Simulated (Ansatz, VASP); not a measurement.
## SiGeTe2S2: VASP beside Ansatz

```
Si Ge Te S
1.0
     5.64772    0.00000    0.00000
     0.00000    5.64772    0.00000
     0.00000    0.00000    4.91200
Si Ge Te S
1 1 2 2
Cartesian
  0.0000 0.0000 0.0000
  0.0000 0.0000 2.4560
  2.8239 0.0000 0.0000
  0.0000 2.8239 0.0000
  2.8239 2.8239 3.4274
  2.8239 2.8239 1.4846
```

Change from the starting cell: species swapped into the CeSi2Mo2C type (P4/mmm, No. 123).

Alike in both runs: functional PBE; k mesh 8 × 8 × 8; occupations gaussian, width 0.1 eV; no spin polarisation.

Ansatz relaxed the structure, and its values are those at the end. VASP's run is a single point on that final structure, the one shown.

```csv
,VASP,Ansatz
version,VASP 6.6.1,Ansatz 0.2.0
potentials or method,"VASP PAW PBE potentials, release 64 (Si, Ge_d, Te, S), cutoff 520 eV","scalar-relativistic, plane waves, PAW"
valence electrons in the cell,42,62
```

Ansatz gave:

| Quantity | Value |
| --- | --- |
| gap on the k mesh at the Fermi level (eV) | none |
| pressure (GPa) | 0.0 |
| rms of the force components (eV/Å) | 0.003 |

Task: What did VASP give for the same quantities?

Result: gap on the k mesh at the Fermi level (eV): none; pressure (GPa): -0.2; rms of the force components (eV/Å): 0.064.

A gap of «none» marks a metal or a gap that the smearing closes. With one functional, cell and mesh, what is left measures potentials, basis and numerics. VASP's potentials hold 42 valence electrons a cell and Ansatz's 62, so a difference there can come from the potentials and not from the codes.

Spin-orbit coupling is off throughout.
